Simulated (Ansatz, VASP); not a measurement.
# Two plane-wave programs on Au

```
Au
1.0
     0.00000    2.03500    2.03500
     2.03500    0.00000    2.03500
     2.03500    2.03500    0.00000
Au
1
Direct
  0.00000 0.00000 0.00000
```

Alike in both runs: task single point; functional PBE; k mesh 9 × 9 × 9; occupations fermi-dirac, width 0.05 eV; no spin polarisation.

|  | VASP | Ansatz |
| --- | --- | --- |
| version | VASP 6.6.1 | Ansatz 0.2.0 |
| potentials or method | VASP PAW PBE potentials, release 64 (Au) | Ansatz PAW |
| plane-wave cutoff (eV) | 520 | 420 |
| valence electrons in the cell | 11 | 19 |

VASP gave:

| Quantity | Value |
| --- | --- |
| gap on the k mesh at the Fermi level (eV) | none |
| pressure (GPa) | 10.4 |

Task: Estimate Ansatz's values.

Result: gap on the k mesh at the Fermi level (eV): none; pressure (GPa): 10.8.

A gap of «none» marks a metal or a gap that the smearing closes. VASP's potentials hold 11 valence electrons a cell and Ansatz's 19, so a difference there can come from the potentials and not from the codes.

Spin-orbit coupling is off throughout.
